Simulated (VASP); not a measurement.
# AlNi3 (Pm-3m) in VASP: a series of runs, part 2 of 2

VASP 6.6.1. Earlier steps stand in the parts before.

## (4) Relaxation of cell and atoms, PBE, collinear spin, ferromagnetic start

This run uses another cell than the first one, of 10.93 Å³/atom.

Contents of INCAR:

```
SYSTEM = AlNi3
ALGO = Normal
EDIFF = 1E-6
EDIFFG = -0.01
ENCUT = 600
GGA = PE
IBRION = 2
ISIF = 3
ISMEAR = -1
ISPIN = 2
LASPH = .TRUE.
LCHARG = .FALSE.
LMAXMIX = 4
LORBIT = 11
LREAL = .FALSE.
LWAVE = .FALSE.
MAGMOM = 1 1 1 0
NELM = 150
NSW = 60
PREC = Accurate
SIGMA = 0.05
```

Contents of KPOINTS:

```
k-points
0
G
  8 8 8
  0 0 0
```

Contents of POSCAR:

```
AlNi3
1.0
    3.5230547267      0.0000000000      0.0000000000
    0.0000000000      3.5230547267      0.0000000000
    0.0000000000      0.0000000000      3.5230547267
Ni Al
3 1
Direct
    0.5000000000      0.5000000000      0.0000000000
    0.5000000000      0.0000000000      0.5000000000
    0.0000000000      0.5000000000      0.5000000000
    0.0000000000      0.0000000000      0.0000000000
```

Potentials or basis: VASP PAW PBE potentials, release 64 (Ni, Al).

Launch:

```sh
$ cat potpaw_PBE.64/Ni/POTCAR potpaw_PBE.64/Al/POTCAR > POTCAR
$ mpirun -np 1 vasp_std > vasp.out
```

OUTCAR:

```text
SYSTEM = AlNi3
   EDIFF = 1E-6
   EDIFFG = -0.01
   ENCUT = 600
   GGA = PE
   IBRION = 2
   ISIF = 3
   ISMEAR = -1
   ISPIN = 2
   LASPH = .TRUE.
   LORBIT = 11
   LREAL = .FALSE.
   NELM = 150
   NSW = 60
   PREC = Accurate

 ion  position               nearest neighbor table
   1  0.500  0.500  0.000-   2 2.49   3 2.49   4 2.49   2 2.49   3 2.49   2 2.49   4 2.49   2 2.49
                             3 2.49   4 2.49   3 2.49   4 2.49
   2  0.500  0.000  0.500-   1 2.49   3 2.49   4 2.49   1 2.49   4 2.49   1 2.49   3 2.49   1 2.49
                             3 2.49   4 2.49   4 2.49   3 2.49
   3  0.000  0.500  0.500-   1 2.49   2 2.49   4 2.49   1 2.49   4 2.49   2 2.49   4 2.49   4 2.49
                             1 2.49   2 2.49   1 2.49   2 2.49
   4  0.000  0.000  0.000-   1 2.49   2 2.49   3 2.49   2 2.49   3 2.49   1 2.49   3 2.49   3 2.49
                             1 2.49   2 2.49   2 2.49   1 2.49

  LATTYP: Found a simple cubic cell.
 ALAT       =     3.5230547267

  Lattice vectors:

 A1 = (   3.5230547267,   0.0000000000,   0.0000000000)
 A2 = (   0.0000000000,   3.5230547267,   0.0000000000)
 A3 = (   0.0000000000,   0.0000000000,   3.5230547267)

Analysis of symmetry for initial positions (statically):
=====================================================================
 Subroutine PRICEL returns:
 Original cell was already a primitive cell.
[... 197 lines left out ...]
  in kB       72.2660676     72.2660676     72.2660676      0.0000000      0.0000000     -0.0000000
  external PRESSURE =      72.2660676 kB  Pullay stress =       0.0000000 kB
[... 105 lines left out ...]
 number of electron      33.0000019 magnetization       0.0026703

 number of electron      33.0000019 magnetization      -0.0000487

 Free energy of the ion-electron system (eV)
  ---------------------------------------------------
  ext. energy  EPLUGINS =         0.00000000
  ---------------------------------------------------
  free energy    TOTEN  =       -21.89653544 eV

  energy without entropy =      -21.85148426  energy(sigma->0) =      -21.87400985

 E-fermi :   9.3989     XC(G=0): -12.6558

 val. band max:        9.3857687359   @ k =   0.3750   0.3750   0.3750
 cond. band min:       9.4249620310   @ k =   0.2500   0.2500   0.2500
 fundamental gap:      0.0391932951
 Fermi energy:         9.3989432140

 spin component 1

 k-point     1 :       0.0000    0.0000    0.0000
  band No.  band energies     occupation
      1      -0.4996      1.00000
      2       5.2112      1.00000
      3       5.9125      1.00000
      4       5.9125      1.00000
      5       6.3235      1.00000
      6       6.3235      1.00000
[... 589 lines left out ...]
     21      15.7406      0.00000
     22      17.4721      0.00000

 [... further k-points ...]

 spin component 2

 k-point     1 :       0.0000    0.0000    0.0000
  band No.  band energies     occupation
      1      -0.4996      1.00000
      2       5.2112      1.00000
      3       5.9125      1.00000
      4       5.9125      1.00000
      5       6.3235      1.00000
      6       6.3235      1.00000
[... 622 lines left out ...]
  FREE ENERGIE OF THE ION-ELECTRON SYSTEM (eV)
  ---------------------------------------------------
  free  energy   TOTEN  =       -21.8965354428 eV

  energy  without entropy=      -21.8514842607  energy(sigma->0) =      -21.87400985

 reached required accuracy - stopping structural energy minimisation

 total charge

# of ion       s       p       d       tot
------------------------------------------
    1        0.490   0.510   8.382   9.382
    2        0.490   0.510   8.382   9.382
    3        0.490   0.510   8.382   9.382
    4        0.408   0.390   0.000   0.797
--------------------------------------------------
tot          1.879   1.919  25.145  28.942

 magnetization (x)

# of ion       s       p       d       tot
------------------------------------------
    1       -0.000  -0.000   0.000   0.000
    2       -0.000  -0.000   0.000   0.000
    3       -0.000  -0.000   0.000   0.000
    4       -0.000  -0.000   0.000  -0.000
--------------------------------------------------
tot         -0.000  -0.000   0.000   0.000
```

CONTCAR:

```text
AlNi3
   1.00000000000000
     3.5663721408660107    0.0000000000000000   -0.0000000000000000
     0.0000000000000000    3.5663721408660107    0.0000000000000000
    -0.0000000000000000    0.0000000000000000    3.5663721408660107
  Ni              Al
     3     1
Direct
     0.5000000000000000    0.5000000000000000    0.0000000000000000
     0.5000000000000000    0.0000000000000000    0.5000000000000000
     0.0000000000000000    0.5000000000000000    0.5000000000000000
     0.0000000000000000    0.0000000000000000    0.0000000000000000

  0.00000000E+00  0.00000000E+00  0.00000000E+00
  0.00000000E+00  0.00000000E+00  0.00000000E+00
  0.00000000E+00  0.00000000E+00  0.00000000E+00
  0.00000000E+00  0.00000000E+00  0.00000000E+00
```

Wall time 4.4 min (1 thread of Intel Xeon 8259CL, shared host); peak memory 0.22 GiB.

What came out:

```yaml
Free_energy: -21.8965 eV
Relaxed_volume: 11.34 Å³/atom
Relaxed_cell: a = 3.566 Å, b = 3.566 Å, c = 3.566 Å, α = 90.00°, β = 90.00°, γ = 90.00°
Space_group_after_relaxing_to_0.1_Å: Pm-3m (No. 221)
Energy_gained_by_relaxing: 6.3 meV/atom
Ionic_steps: 4
Pressure_after_relaxing: -0.1 GPa
Net_moment: 0.00 μB per cell
Valence_electrons_inside_the_program's_atomic_spheres: Ni 9.38; Al 0.80
```

The path:
```csv
step,energy change (eV),largest force (eV/Å),pressure (GPa),volume (Å³)
1,0.0000,0.0000,7.23,43.73
2,0.0043,0.0000,-5.76,46.92
3,-0.0250,0.0000,0.75,45.17
4,-0.0253,0.0000,-0.09,45.36
```

Final structure:
```
CELL_PARAMETERS angstrom
3.56637 0.00000 0.00000
0.00000 3.56637 0.00000
0.00000 0.00000 3.56637
ATOMIC_POSITIONS crystal
Ni 0.50000 0.50000 0.00000
Ni 0.50000 0.00000 0.50000
Ni 0.00000 0.50000 0.50000
Al 0.00000 0.00000 0.00000
```

Caveat: the moments typed at the start vanished in this run.

## (5) Overview

| task | level | cell | cutoff (eV) | gap on the mesh (eV) | pressure (GPa) | moment (μB) |
| --- | --- | --- | --- | --- | --- | --- |
| single point | PBE+D3(BJ) | a = 3.533 Å, 4 atoms | 520 | none | -1.4 | 0.68 |
| single point | PBE | a = 3.567 Å, 4 atoms | 520 | none | 0.1 | 0.70 |
| relaxation of cell and atoms | PBE | relaxed from a = 3.523 Å, 4 atoms | 600 | none | -0.1 | 0.00 |

Alike in all rows: potentials or basis VASP PAW PBE potentials, release 64 (Ni, Al); spin collinear, ferromagnetic start; k mesh 8 × 8 × 8; smearing fermi-dirac 0.05 eV.

Caveats: three body term missing (at least some runs); the moments typed at the start vanished in this run (at least some runs).

Total energies depend on the potentials used, so only differences within one code and one set of settings carry meaning.

The gap in the log of VASP goes by the Fermi energy; the results here count the filled bands.